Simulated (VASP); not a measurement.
A run of VASP 6.6.1 is set up as follows.

The input INCAR:

```
ALGO     = Normal         # electronic algorithm
EDIFF    = 1E-6           # SCF threshold, eV
EDIFFG   = -0.03          # ionic threshold
ENCUT    = 520            # plane-wave cutoff, eV
GGA      = PE             # functional
IBRION   = 2              # ionic algorithm
ISIF     = 2              # what is computed and relaxed
ISMEAR   = -1             # smearing method
LASPH    = True           # aspherical terms in the spheres
LCHARG   = False          # write CHGCAR
LREAL    = Auto         
LWAVE    = False          # write WAVECAR
NELECT   = 74.0         
NELM     = 80             # most SCF steps
NSW      = 80             # ionic steps
PREC     = Accurate       # precision mode
SIGMA    = 0.05           # smearing width, eV
```

KPOINTS

```
k-points
0
Gamma
  2 2 2
```

Contents of POSCAR:

```
CuSi16
1.0
    0.0000000000      5.4300000000      5.4300000000
    5.4300000000      0.0000000000      5.4300000000
    5.4300000000      5.4300000000      0.0000000000
Si Cu
16 1
Direct
    0.0000000000      0.0000000000      0.0000000000
    0.1250000000      0.1250000000      0.1250000000
    0.0000000000      0.0000000000      0.5000000000
    0.1250000000      0.1250000000      0.6250000000
    0.0000000000      0.5000000000      0.0000000000
    0.1250000000      0.6250000000      0.1250000000
    0.0000000000      0.5000000000      0.5000000000
    0.1250000000      0.6250000000      0.6250000000
    0.5000000000      0.0000000000      0.0000000000
    0.6250000000      0.1250000000      0.1250000000
    0.5000000000      0.0000000000      0.5000000000
    0.6250000000      0.1250000000      0.6250000000
    0.5000000000      0.5000000000      0.0000000000
    0.6250000000      0.6250000000      0.1250000000
    0.5000000000      0.5000000000      0.5000000000
    0.6250000000      0.6250000000      0.6250000000
    0.2536497000      0.2453248000      0.7549681000
```

Potentials or basis: VASP PAW PBE potentials, release 64 (Si, Cu).

Command:

```sh
$ cat potpaw_PBE.64/Si/POTCAR potpaw_PBE.64/Cu/POTCAR > POTCAR
$ mpirun -np 1 vasp_std > vasp.out
```

Problem. Predict the energy gained by relaxing.

Solution. 6.2 meV/atom.

Final structure:
```
CELL_PARAMETERS angstrom
0.00000 5.43000 5.43000
5.43000 0.00000 5.43000
5.43000 5.43000 0.00000
ATOMIC_POSITIONS crystal
Si 0.99770 0.99773 0.00252
Si 0.12229 0.12285 0.13207
Si 0.00076 0.99901 0.50106
Si 0.12322 0.12376 0.62315
Si 0.99770 0.50203 0.00254
Si 0.12731 0.62430 0.12410
Si 0.99775 0.50224 0.49774
Si 0.12330 0.62970 0.62322
Si 0.50230 0.99766 0.00238
Si 0.62408 0.12766 0.12405
Si 0.50248 0.99773 0.49770
Si 0.63174 0.12299 0.62234
Si 0.49996 0.50005 0.99996
Si 0.62408 0.62424 0.12405
Si 0.50249 0.50207 0.49770
Si 0.62413 0.62431 0.62726
Cu 0.25235 0.24701 0.75312
```

Caveat: the k points lie up to 0.50 Å⁻¹ apart; the cell carries a net charge on a neutralising background, which shifts energy and pressure.
